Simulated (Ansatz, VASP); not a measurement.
# One calculation of HfAl5N6, two programs

The input INCAR:

```
PREC     = Accurate       # precision mode
ENCUT    = 600            # plane-wave cutoff, eV
EDIFF    = 1E-6           # SCF threshold, eV
ISMEAR   = 0              # smearing method
SIGMA    = 0.1            # smearing width, eV
LREAL    = False          # projectors in reciprocal space
LASPH    = True           # aspherical terms in the spheres
NELM     = 120            # most SCF steps
ALGO     = Normal         # electronic algorithm
ISIF     = 2              # what is computed and relaxed
LWAVE    = False          # write WAVECAR
LCHARG   = True           # write CHGCAR
GGA      = PE             # functional
LELF     = True           # ELF
LVHAR    = True         
NBANDS   = 40             # bands
GGA_COMPAT= False
```

The input KPOINTS:

```
Automatic mesh
0
Gamma
  12 12 4
```

File POSCAR:

```
HfAl5N6
1.0
    2.9305809077      0.0000000000      0.0000000000
   -1.4652904538      2.5379575140      0.0000000000
    0.0000000000      0.0000000000     14.5894569220
Hf Al N
1 5 6
Direct
    0.0000000000      0.0000000000      0.5000000000
    0.3333333333      0.6666666667      0.8392832377
    0.6666666667      0.3333333333      0.6782406067
    0.3333333333      0.6666666667      0.3217593933
    0.6666666667      0.3333333333      0.1607167623
    0.0000000000      0.0000000000      0.0000000000
    0.0000000000      0.0000000000      0.7590466496
    0.3333333333      0.6666666667      0.6011038609
    0.6666666667      0.3333333333      0.3988961391
    0.0000000000      0.0000000000      0.2409533504
    0.3333333333      0.6666666667      0.0803356871
    0.6666666667      0.3333333333      0.9196643129
```

Input for Ansatz:

```yaml
crystal:
  lattice:
    - [2.9305809077, 0.0, 0.0]
    - [-1.4652904538, 2.537957514, 0.0]
    - [0.0, 0.0, 14.589456922]
  atoms:
    - { symbol: Hf, position: [0.0, 0.0, 0.5] }
    - { symbol: Al, position: [0.3333333333, 0.6666666667, 0.8392832377] }
    - { symbol: Al, position: [0.6666666667, 0.3333333333, 0.6782406067] }
    - { symbol: Al, position: [0.3333333333, 0.6666666667, 0.3217593933] }
    - { symbol: Al, position: [0.6666666667, 0.3333333333, 0.1607167623] }
    - { symbol: Al, position: [0.0, 0.0, 0.0] }
    - { symbol: "N", position: [0.0, 0.0, 0.7590466496] }
    - { symbol: "N", position: [0.3333333333, 0.6666666667, 0.6011038609] }
    - { symbol: "N", position: [0.6666666667, 0.3333333333, 0.3988961391] }
    - { symbol: "N", position: [0.0, 0.0, 0.2409533504] }
    - { symbol: "N", position: [0.3333333333, 0.6666666667, 0.0803356871] }
    - { symbol: "N", position: [0.6666666667, 0.3333333333, 0.9196643129] }
basis:
  ecutwfc: 420
kpoints:
  mp_grid: { grid: [12, 12, 4] }
  band_path:
    path:
      - [[0.0, 0.0, 0.0], [0.5, 0.0, 0.0], [0.33333333, 0.33333333, 0.0], [0.0, 0.0, 0.0], [0.0, 0.0, 0.5], [0.5, 0.0, 0.5], [0.33333333, 0.33333333, 0.5], [0.0, 0.0, 0.5]]
      - [[0.5, 0.0, 0.5], [0.5, 0.0, 0.0]]
      - [[0.33333333, 0.33333333, 0.5], [0.33333333, 0.33333333, 0.0]]
    npoints: 10
hamiltonian:
  xc: pbe
scf:
  occupations: { method: gaussian, width: 0.1 }
  n_extra_bands: 30
output:
  forces: true
  stress: true
  eigenvalues: true
  populations: true
  dos: { projected: true, de: 0.02, nscf_kmesh: { grid: [15, 15, 5] } }
  bader: false
  write_density: true
  write_potential: true
  elf: true
  volumetric_format: npy
```

Alike in both runs: task single point; functional PBE; k mesh 12 × 12 × 4; occupations gaussian, width 0.1 eV; no spin polarisation.

|  | VASP | Ansatz |
| --- | --- | --- |
| version | VASP 6.6.1 | Ansatz 0.2.0 |
| potentials or method | VASP PAW PBE potentials, release 64 (Hf_pv, Al, N), cutoff 600 eV | scalar-relativistic, plane waves, PAW |
| valence electrons in the cell | 55 | 71 |

Ansatz gave:

* gap on the k mesh at the Fermi level (eV): none
* pressure (GPa): 0.0
* traceless stress, the component that is largest in VASP (GPa): 0.00
* rms of the force components (eV/Å): 0.001

**Question.** Which values does VASP return?

**Answer.** gap on the k mesh at the Fermi level (eV): none; pressure (GPa): -0.9; traceless stress, the component that is largest in VASP (GPa): -0.13; rms of the force components (eV/Å): 0.027.

Atom by atom the forces differ by 0.027 eV/Å (rms over components). A gap of «none» marks a metal or a gap that the smearing closes. VASP's potentials hold 55 valence electrons a cell and Ansatz's 71, so a difference there can come from the potentials and not from the codes.

Neither program's run includes spin-orbit coupling.
